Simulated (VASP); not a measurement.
# NiW7S16 (a cell with a defect) in VASP: single point with PBEsol

Aim: the single point of NiW7S16 (a cell with a defect) with PBEsol.

Everything below comes from runs of VASP 6.6.1. Logs are shortened: lines on timing, memory, paths and dates and some standing lists are left out, and cuts for length are marked.

### Step 1. The cell of the first run

The cell holds a defect, 24 atoms: a = 6.306 Å, b = 6.306 Å, c = 12.323 Å, α = 90.00°, β = 90.00°, γ = 120.00°.

### Step 2. Single point, PBEsol, collinear spin, ferromagnetic start

INCAR

```
  PREC = Accurate
  ENCUT = 350
  EDIFF = 1E-5
  ISMEAR = 0
  SIGMA = 0.03
  LREAL = Auto
  LASPH = T
  NELM = 120
  ALGO = Normal
  ISIF = 2
  LWAVE = F
  LCHARG = F
  ISPIN = 2
  MAGMOM = 4 0 0 0 0 0 0 0 0 0 0 0 0 0 0 0 0 0 0 0 0 0 0 0
  LORBIT = 11
  NUPDOWN = 4
  LMAXMIX = 4
  GGA = PS
  ISYM = 0
  KPAR = 4
```

KPOINTS

```
regular mesh
0
Gamma
  3 3 2
```

POSCAR

```
NiW7S16                                 
1.0
    6.3064000000      0.0000000000      0.0000000000
   -3.1532000000      5.4615026064      0.0000000000
    0.0000000000      0.0000000000     12.3230000000
  Ni              W               S             
     1     7    16
Direct
     0.1701332817048739    0.3367371071768500    0.2497707475259187
     0.1712077174938457    0.8353138204299890    0.2496107401948194
     0.6662311401554478    0.3315184007812072    0.2497194117937703
     0.6657642626001783    0.8354948637711430    0.2494660530531108
     0.3312262664211468    0.1661146879105503    0.7495887725907366
     0.3315839704175750    0.6662810608292049    0.7496161577746279
     0.8316546842742583    0.1664608210632319    0.7496070291863938
     0.8312694413447597    0.6660742033891492    0.7495904689472049
     0.1649971401808513    0.3331634756508392    0.6226263373894502
     0.1647810541750765    0.8327379587481297    0.6225860935359211
     0.6643652840711652    0.3324477711647583    0.6225762120001548
     0.6648009095197193    0.8331589801182673    0.6225440574366616
     0.3324799488463876    0.1698684889840807    0.1252932398426595
     0.3333569503662904    0.6657876249289906    0.1241175976132137
     0.8388429490658827    0.1702663573405053    0.1251307861967120
     0.8343651758919880    0.6676934658961663    0.1238904090644190
     0.1650823106837030    0.3331115334856796    0.8765236984395226
     0.1647795872098579    0.8327829264009315    0.8766712638460802
     0.6644403199301968    0.3325788510272447    0.8766353909985639
     0.6649521769651718    0.8331694949339592    0.8766666297246067
     0.3333343103573741    0.1687474774692549    0.3746755237086701
     0.3335285940898893    0.6647003774866039    0.3745640079728405
     0.8392867436301552    0.1697441397640737    0.3739748026407977
     0.8348417806042000    0.6681231112491881    0.3752255685231358
```

Potentials or basis: VASP PAW PBE potentials, release 64 (Ni, W_sv, S).

On the command line:

```
$ cat potpaw_PBE.64/Ni/POTCAR potpaw_PBE.64/W_sv/POTCAR potpaw_PBE.64/S/POTCAR > POTCAR
$ mpirun -np 4 vasp_std > vasp.out
```

OUTCAR:

```text
PREC = Accurate
   ENCUT = 350
   EDIFF = 1E-5
   ISMEAR = 0
   LREAL = Auto
   LASPH = T
   NELM = 120
   ISIF = 2
   ISPIN = 2
   LORBIT = 11
   NUPDOWN = 4
   GGA = PS
   ISYM = 0

 ion  position               nearest neighbor table
   1  0.170  0.337  0.250-  22 2.36  13 2.36  23 2.37  14 2.37  15 2.37  21 2.38   4 3.14   2 3.14
                             3 3.15   3 3.16   2 3.17   4 3.17
   2  0.171  0.835  0.250-  14 2.38  22 2.38  13 2.38  21 2.39  24 2.40  16 2.41   4 3.12   3 3.13
                             1 3.14   1 3.17   3 3.18   4 3.19
   3  0.666  0.332  0.250-  13 2.38  21 2.38  15 2.38  23 2.39  24 2.40  16 2.40   2 3.13   4 3.13
                             1 3.15   1 3.16   4 3.18   2 3.18
   4  0.666  0.835  0.249-  22 2.38  14 2.38  23 2.39  15 2.39  16 2.40  24 2.40   2 3.12   3 3.13
                             1 3.14   1 3.17   3 3.18   2 3.19
   5  0.331  0.166  0.750-  17 2.40  11 2.40   9 2.40  19 2.40  10 2.40  18 2.40   7 3.15   6 3.15
                             8 3.15   8 3.15   6 3.15   7 3.15
   6  0.332  0.666  0.750-  17 2.40   9 2.40  10 2.40  12 2.40  18 2.40  20 2.40   8 3.15   7 3.15
                             5 3.15   5 3.15   7 3.15   8 3.15
   7  0.832  0.166  0.750-  17 2.40   9 2.40  11 2.40  19 2.40  20 2.40  12 2.40   5 3.15   8 3.15
                             6 3.15   6 3.15   8 3.15   5 3.15
   8  0.831  0.666  0.750-  10 2.40  20 2.40  19 2.40  12 2.40  11 2.40  18 2.40   6 3.15   7 3.15
                             5 3.15   5 3.15   7 3.15   6 3.15
   9  0.165  0.333  0.623-   6 2.40   5 2.40   7 2.40
  10  0.165  0.833  0.623-   6 2.40   5 2.40   8 2.40
  11  0.664  0.332  0.623-   5 2.40   7 2.40   8 2.40
  12  0.665  0.833  0.623-   6 2.40   7 2.40   8 2.40
  13  0.332  0.170  0.125-   1 2.36   3 2.38   2 2.38
  14  0.333  0.666  0.124-   1 2.37   2 2.38   4 2.38
[... 8 lines left out ...]
  23  0.839  0.170  0.374-   1 2.37   4 2.39   3 2.39
  24  0.835  0.668  0.375-   2 2.40   3 2.40   4 2.40

IMPORTANT INFORMATION: All symmetrisations will be switched off!
NOSYMM: (Re-)initialisation of all symmetry stuff for point group C_1.

----------------------------------------------------------------------------------------

                                     Primitive cell

  volume of cell :     424.4339

  direct lattice vectors                    reciprocal lattice vectors
     6.306400000  0.000000000  0.000000000     0.158569073  0.091549897  0.000000000
    -3.153200000  5.461502606  0.000000000     0.000000000  0.183099794  0.000000000
     0.000000000  0.000000000 12.323000000     0.000000000  0.000000000  0.081149071

  length of vectors
     6.306400000  6.306400000 12.323000000     0.183099794  0.183099794  0.081149071

  position of ions in fractional coordinates (direct lattice)
     0.170133282  0.336737107  0.249770748
     0.171207717  0.835313820  0.249610740
     0.666231140  0.331518401  0.249719412
     0.665764263  0.835494864  0.249466053
     0.331226266  0.166114688  0.749588773
     0.331583970  0.666281061  0.749616158
[... 16 lines left out ...]
     0.839286744  0.169744140  0.373974803
     0.834841781  0.668123111  0.375225569

  ion indices of the primitive-cell ions
   primitive index   ion index
                 1           1
                 2           2
                 3           3
                 4           4
                 5           5
                 6           6
[... 16 lines left out ...]
                23          23
                24          24

----------------------------------------------------------------------------------------

 KPOINTS: regular mesh

Automatic generation of k-mesh.
 Grid dimensions read from file:
 generate k-points for:    3    3    2

 Generating k-lattice:

  Cartesian coordinates                     Fractional coordinates (reciprocal lattice)
     0.052856358  0.030516632  0.000000000     0.333333333  0.000000000  0.000000000
     0.000000000  0.061033265  0.000000000     0.000000000  0.333333333  0.000000000
     0.000000000  0.000000000  0.040574535     0.000000000  0.000000000  0.500000000

  Length of vectors
     0.061033265  0.061033265  0.040574535

  Shift w.r.t. Gamma in fractional coordinates (k-lattice)
     0.000000000  0.000000000  0.000000000

 Subroutine IBZKPT returns following result:
 ===========================================

 Found     10 irreducible k-points:

[... 17 lines left out ...]
   ions per type =               1   7  16
   NGX,Y,Z   is equivalent  to a cutoff of  10.54, 10.54, 10.79 a.u.
   NGXF,Y,Z  is equivalent  to a cutoff of  21.09, 21.09, 21.59 a.u.
 SYSTEM =  unknown system
   PREC   = accura    normal or accurate (medium, high low for compatibility)
   ISTART =      0    job   : 0-new  1-cont  2-samecut
   ICHARG =      2    charge: 1-file 2-atom 10-const
   ISPIN  =      2    spin polarized calculation?
   LNONCOLLINEAR =      F non collinear calculations
   LSORBIT =      F    spin-orbit coupling
   LASPH  =      T    aspherical Exc in radial PAW
   ENCUT  =  350.0 eV  25.72 Ry    5.07 a.u.   9.62  9.62 18.80*2*pi/ulx,y,z
   NELM   =    120;   NELMIN=  2; NELMDL= -5     # of ELM steps
   EDIFF  = 0.1E-04   stopping-criterion for ELM
   LREAL  =      T    real-space projection
   EDIFFG = 0.1E-03   stopping-criterion for IOM
   NSW    =      0    number of steps for IOM
   IBRION =     -1    ionic relax: 0-MD 1-quasi-New 2-CG
   NFREE  =      0    steps in history (QN), initial steepest desc. (CG)
   ISIF   =      2    stress and relaxation
   ISYM   =      0    0-nonsym 1-usesym 2-fastsym
   POTIM  = 0.5000    time-step for ionic-motion
   TEBEG  =    0.0;   TEEND  =   0.0 temperature during run
   PSTRESS=    0.0 pullay stress
   NELECT =     204.0000    total number of electrons
   NUPDOWN=       4.0000    fix difference up-down
   EMIN   =  10.00;   EMAX   =-10.00  energy-range for DOS
   EFERMI =   0.00;   METHOD = LEGACY
   ISMEAR =     0;   SIGMA  =   0.03  broadening in eV -4-tet -1-fermi 0-gaus
   EFERMI_NEDOS =   21; number of points for ismear=-14 and -15
   IALGO  =     38    algorithm
   IMIX   =      4    mixing-type and parameters
     AMIX     =   0.40;   BMIX     =  1.00
     AMIX_MAG =   1.60;   BMIX_MAG =  1.00
  volume/ion in A,a.u.               =      17.68       119.34
  Fermi-wavevector in a.u.,A,eV,Ry     =   1.282374  2.423336 22.374566  1.644484
  Thomas-Fermi vector in A             =   2.414690
   LORBIT       =     11    0 simple, 1 ext, 2 COOP (PROOUT), +10 PAW based schemes
   GGA     = PS    functional components
   LHFCALC =     F    Hartree Fock is set to
   AEXX    =    0.0000 exact exchange contribution
   IVDW    =     0    specifies the selected vdW correction
   LEPSILON=     F    determine dielectric tensor
   LRPA    =     F    only Hartree local field effects (RPA)
 spin polarized calculation
 Gauss-broadening in eV      SIGMA  =   0.03
  energy-cutoff  :      350.00
  volume of cell :      424.43
 maximum number of plane-waves:      6374
 NGX is ok and might be reduce to    40
   NGX = 19   NGY = 19   NGZ = 37

 number of electron     204.0000016 magnetization       4.0000000

 Free energy of the ion-electron system (eV)
  ---------------------------------------------------
  ext. energy  EPLUGINS =         0.00000000
  ---------------------------------------------------
  free energy    TOTEN  =      -189.68687625 eV

  energy without entropy =     -189.68198514  energy(sigma->0) =     -189.68443070

 E-fermi :   6.8830     XC(G=0): -11.0400

 val. band max:        7.4172698107   @ k =   0.0000   0.0000   0.0000
 cond. band min:       6.8831165434   @ k =   0.0000   0.0000   0.5000
 fundamental gap:     -0.5341532672
 Fermi energy:         7.4226543591

 spin component 1

 k-point     1 :       0.0000    0.0000    0.0000
  band No.  band energies     occupation
      1     -67.5594      1.00000
      2     -67.5449      1.00000
      3     -67.5444      1.00000
      4     -67.3971      1.00000
      5     -67.3799      1.00000
      6     -67.3758      1.00000
[... 1159 lines left out ...]
    113       9.0702      0.00000
    114       9.3666      0.00000
 Fermi energy:         6.8829744352

 spin component 2

 k-point     1 :       0.0000    0.0000    0.0000
  band No.  band energies     occupation
      1     -67.4357      1.00000
      2     -67.4219      1.00000
      3     -67.4198      1.00000
      4     -67.3918      1.00000
      5     -67.3729      1.00000
      6     -67.3722      1.00000
[... 1159 lines left out ...]
    113       9.2788      0.00000
    114       9.3913      0.00000
 [bands above 114 left out]

------------------------ aborting loop because EDIFF is reached ----------------------------------------

  FORCE on cell =-STRESS in cart. coord.  units (eV):
  Direction    XX          YY          ZZ          XY          YZ          ZX
  --------------------------------------------------------------------------------------
  -------------------------------------------------------------------------------------
  Total        1.7141701      1.6124088      1.1448747      0.0180176      0.0071410     -0.1319483
  in kB        6.4707465      6.0866123      4.3217378      0.0680138      0.0269564     -0.4980858
  external PRESSURE =       5.6263655 kB  Pullay stress =       0.0000000 kB

 VOLUME and BASIS-vectors are now :
 -----------------------------------------------------------------------------
  energy-cutoff  :      350.00
  volume of cell :      424.43
      direct lattice vectors                 reciprocal lattice vectors
     6.306400000  0.000000000  0.000000000     0.158569073  0.091549897  0.000000000
    -3.153200000  5.461502606  0.000000000     0.000000000  0.183099794  0.000000000
     0.000000000  0.000000000 12.323000000     0.000000000  0.000000000  0.081149071

 POSITION                                       TOTAL-FORCE (eV/Angst)
 -----------------------------------------------------------------------------------
      0.01113      1.83909      3.07792         0.016586      0.023721     -0.010369
     -1.55421      4.56207      3.07595        -0.175532     -0.026300     -0.009427
      3.15618      1.81059      3.07729         0.039281      0.130457     -0.015038
      1.56409      4.56306      3.07417         0.160334     -0.019042      0.012110
      1.56505      0.90724      9.23718         0.010088     -0.002106      0.001484
     -0.00982      3.63890      9.23752        -0.003040      0.007733      0.001760
[... 16 lines left out ...]
      4.75764      0.92706      4.60849        -0.063813     -0.032801      0.097683
      3.15812      3.64896      4.62390        -0.006313     -0.014647     -0.003188
 -----------------------------------------------------------------------------------
    total drift:                               -0.006035     -0.006219      0.008076

  FREE ENERGIE OF THE ION-ELECTRON SYSTEM (eV)
  ---------------------------------------------------
  free  energy   TOTEN  =      -189.6868762549 eV

  energy  without entropy=     -189.6819851354  energy(sigma->0) =     -189.68443070

 total charge

# of ion       s       p       d       tot
------------------------------------------
    1        0.394   0.513   8.288   9.195
    2        2.339   6.339   3.389  12.067
    3        2.340   6.340   3.388  12.068
    4        2.339   6.339   3.389  12.067
    5        2.325   6.338   3.415  12.078
    6        2.325   6.338   3.415  12.078
[... 16 lines left out ...]
   23        1.360   2.320   0.000   3.679
   24        1.355   2.336   0.000   3.692
--------------------------------------------------
tot         38.413  82.217  32.111 152.741

 magnetization (x)

# of ion       s       p       d       tot
------------------------------------------
    1        0.007   0.002   1.211   1.221
    2        0.005   0.009   0.257   0.272
    3        0.005   0.009   0.250   0.264
    4        0.005   0.009   0.253   0.268
    5        0.000   0.000   0.007   0.007
    6        0.000   0.000   0.007   0.007
[... 16 lines left out ...]
   23        0.009   0.170   0.000   0.179
   24        0.000   0.006   0.000   0.006
--------------------------------------------------
tot          0.084   1.063   2.008   3.155
```

Run time: 7.1 min. Hardware: 4 MPI ranks of Intel Xeon Platinum 8488C (Sapphire Rapids), shared host; peak memory 0.67 GiB.

What came out:

```
Free energy                                           : -189.6869 eV
Pressure                                              : 0.6 GPa
Largest force                                         : 0.178 eV/Å
Net moment                                            : 4.00 μB per cell
Site moments                                          : Ni +1.22; W +0.27, +0.26, +0.01, +0.02 (each value once); S +0.00, +0.17, +0.18, +0.01 (each value once) μB
Valence electrons inside the program's atomic spheres : Ni 9.20; W 12.07, 12.08 (each value once); S 3.70, 3.68, 3.69 (each value once)
```

Forces on the atoms (eV/Å):
```
Ni   0.017  0.024 -0.010
W   -0.176 -0.026 -0.009
W    0.039  0.130 -0.015
W    0.160 -0.019  0.012
W    0.010 -0.002  0.001
W   -0.003  0.008  0.002
W   -0.002 -0.012 -0.001
W    0.005  0.005  0.002
S   -0.004 -0.009  0.009
S    0.003  0.008 -0.009
S    0.010  0.008 -0.014
S    0.001  0.003 -0.003
S    0.037 -0.038 -0.091
S    0.009  0.012 -0.074
S   -0.051 -0.042 -0.100
S    0.015  0.002  0.018
S   -0.010 -0.007  0.002
S    0.005  0.008  0.000
S    0.008 -0.002  0.011
S   -0.007  0.003  0.003
S    0.016 -0.030  0.095
S   -0.013  0.024  0.078
S   -0.064 -0.033  0.098
S   -0.006 -0.015 -0.003
```

Caveat: the k points lie up to 0.38 Å⁻¹ apart; the PAW data sets were made with another functional, which shifts forces and pressure a little; spin-orbit coupling is left out, which moves the levels of the heavy elements; the total moment is fixed, so each spin has its own Fermi level.
